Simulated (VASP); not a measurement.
Set up this calculation in VASP 6.6.1, as the native input.

- Task: relaxation of cell and atoms
- Functional: PBE
- Potentials or basis: VASP PAW PBE potentials, release 64 (Rb_sv, Na_pv)
- Cutoff: 600 eV
- k mesh: 4 × 4 × 4
- Occupations: gaussian, width 0.1 eV
- Spin: no spin polarisation
- Dipole correction: no
- Further INCAR settings: ALGO = Normal; EDIFF = 1e-07; IBRION = 2; EDIFFG = -0.04; NSW = 90; ISIF = 3

The structure of Rb2Na lies in POSCAR:

```
Rb2Na
1.0
    0.0000000000      4.6980392816      4.6980392816
    4.6980392816      0.0000000000      4.6980392816
    4.6980392816      4.6980392816      0.0000000000
Rb Na
4 2
Direct
    0.6250000000      0.6250000000      0.6250000000
    0.1250000000      0.6250000000      0.6250000000
    0.6250000000      0.6250000000      0.1250000000
    0.6250000000      0.1250000000      0.6250000000
    0.0000000000      0.0000000000      0.0000000000
    0.2500000000      0.2500000000      0.2500000000
```

These files were run (other wordings do the same):

INCAR

```
PREC = Accurate
ENCUT = 600
EDIFF = 1E-7
ISMEAR = 0
SIGMA = 0.1
LREAL = F
LASPH = T
NELM = 80
ALGO = Normal
ISIF = 3
LWAVE = F
LCHARG = F
GGA = PE
IBRION = 2
NSW = 90
EDIFFG = -0.04
```

KPOINTS

```
regular mesh
0
Gamma
  4 4 4
```

Potentials or basis: VASP PAW PBE potentials, release 64 (Rb_sv, Na_pv).

Run with:

```sh
$ cat potpaw_PBE.64/Rb_sv/POTCAR potpaw_PBE.64/Na_pv/POTCAR > POTCAR
$ mpirun -np 1 vasp_std > vasp.out
```

It gave:

```json
{
  "Relaxed volume": "77.50 Å³/atom",
  "Relaxed cell": "a = 8.696 Å, b = 8.696 Å, c = 8.696 Å, α = 60.00°, β = 60.00°, γ = 60.00°",
  "Space group after relaxing (to 0.1 Å)": "Fd-3m (No. 227)",
  "Energy gained by relaxing": "614.7 meV/atom",
  "Ionic steps": "6",
  "Pressure after relaxing": "0.0 GPa",
  "Band gap on the k mesh": "zero (bands 25 and 26 overlap by 1.47 eV)"
}
```

Caveat: the volume moved by over 15 % at a fixed basis, so the end points are rough.

Run time: 4.9 min on 1 thread of AMD EPYC 9R45 96-Core Processor (Zen 5), on a shared host, peak memory 0.4 GiB.
